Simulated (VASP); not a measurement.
Runs of VASP 6.6.1 on Si3N4. The structure is that of space group P-43m (No. 215), or close to it. The cells are those of the table. 

| task | cell | k mesh | cutoff (eV) | smearing | gap on the mesh (eV) | pressure (GPa) | relaxed volume (Å³/atom) | largest force (eV/Å) |
| --- | --- | --- | --- | --- | --- | --- | --- | --- |
| single point | a = 4.131 Å, 7 atoms | 6 × 6 × 6 | 520 | gaussian 0.02 eV | 2.72 | -0.3 | - | 0.02 |
| single point | a = 4.132 Å, 7 atoms | 4 × 4 × 4 | 520 | gaussian 0.1 eV | 2.72 | (a) | - | 0.02 |
| relaxation of cell and atoms | relaxed from a = 4.132 Å, 7 atoms | 6 × 6 × 6 | 600 | gaussian 0.02 eV | 2.72 | 0.0 | 10.06 | 0.01 |
| single point | a = 4.141 Å, 7 atoms | 4 × 4 × 4 | 520 | gaussian 0.1 eV | 2.44 | -7.2 | - | - |
| relaxation of cell and atoms | relaxed from a = 4.141 Å, 7 atoms | 4 × 4 × 4 | 600 | gaussian 0.1 eV | 2.72 | 0.0 | 10.06 | - |

Alike in all rows: level PBE; potentials or basis VASP PAW PBE potentials, release 64 (Si, N); no spin polarisation.

Fill in the values left out.

(a) -0.4.

A k mesh can miss the band edges.
